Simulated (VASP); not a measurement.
Set up this calculation in VASP 6.6.1, as the native input.

```yaml
Task: single point
Functional: PBE
Potentials_or_basis: VASP PAW PBE potentials, release 64 (Be, Zn, Te)
Cutoff: 520 eV
k_mesh: 4 × 4 × 2
Occupations: gaussian, width 0.2 eV
Spin: no spin polarisation
Dipole_correction: no
Further_INCAR_settings: ALGO = Fast; EDIFF = 1e-06; NBANDS = 39
```

The structure of Be2Zn3Te3 lies in POSCAR:

```
Be2Zn3Te3
1.0
    4.3396408295      0.0000000000      0.0000000000
    0.0000000000      4.3396408295      0.0000000000
    0.0000000000      0.0000000000     10.2801557655
Be Zn Te
2 3 3
Direct
    0.5000000000      0.0000000000      0.8825702177
    0.0000000000      0.5000000000      0.1174297823
    0.0000000000      0.0000000000      0.5000000000
    0.0000000000      0.0000000000      0.0000000000
    0.5000000000      0.5000000000      0.5000000000
    0.0000000000      0.5000000000      0.6626965884
    0.5000000000      0.0000000000      0.3373034116
    0.5000000000      0.5000000000      0.0000000000
```

These files were run (other wordings do the same):

INCAR

```
  PREC = Accurate
  ENCUT = 520
  EDIFF = 1E-6
  ISMEAR = 0
  SIGMA = 0.2
  LREAL = False
  LASPH = True
  NELM = 80
  ALGO = Fast
  ISIF = 2
  LWAVE = False
  LCHARG = False
  GGA = PE
  NBANDS = 39
```

KPOINTS

```
Automatic mesh
0
Gamma
  4 4 2
```

Potentials or basis: VASP PAW PBE potentials, release 64 (Be, Zn, Te).

The run is started by

```sh
$ cat potpaw_PBE.64/Be/POTCAR potpaw_PBE.64/Zn/POTCAR potpaw_PBE.64/Te/POTCAR > POTCAR
$ mpirun -np 1 vasp_std > vasp.out
```

Results of the run:

| Quantity | Value |
| --- | --- |
| Pressure | 0.3 GPa |
| Largest force | 0.071 eV/Å |
| Band gap on the k mesh | zero (band 29 reaches 4.33 eV, above the bottom of band 30 at 4.02 eV) |

Caveat: the k points lie up to 0.36 Å⁻¹ apart; spin-orbit coupling is left out, which moves the levels of the heavy elements.

Run time: 41 s on 1 thread of Intel(R) Xeon(R) 6975P-C (Granite Rapids), with other jobs on the host, peak memory 0.31 GiB.
